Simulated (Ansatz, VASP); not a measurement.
## ZrSi2: VASP beside Ansatz

```xyz
3
Lattice="4.0216 0.0000 0.0000 -2.0108 3.4828 0.0000 0.0000 0.0000 3.5862" Properties=species:S:1:pos:R:3 pbc="T T T"
Zr    0.0000    0.0000    0.0000
Si    0.0000    2.3219    1.7931
Si    2.0108    1.1609    1.7931
```

Alike in both runs: functional PBE; k mesh 6 × 6 × 6; occupations gaussian, width 0.1 eV; no spin polarisation.

Ansatz relaxed the structure, and its values are those at the end. VASP's run is a single point on that final structure, the one shown.

|  | VASP | Ansatz |
| --- | --- | --- |
| version | VASP 6.6.1 | Ansatz 0.2.0 |
| potentials or method | VASP PAW PBE potentials, release 64 (Zr_sv, Si), cutoff 520 eV | scalar-relativistic, plane waves, PAW |
| valence electrons in the cell | 20 | 20 |

```csv
,VASP,Ansatz,Ansatz less VASP
gap on the k mesh at the Fermi level (eV),none,none,-
pressure (GPa),0.3,0.3,+0.03
```

A gap of «none» marks a metal or a gap that the smearing closes.
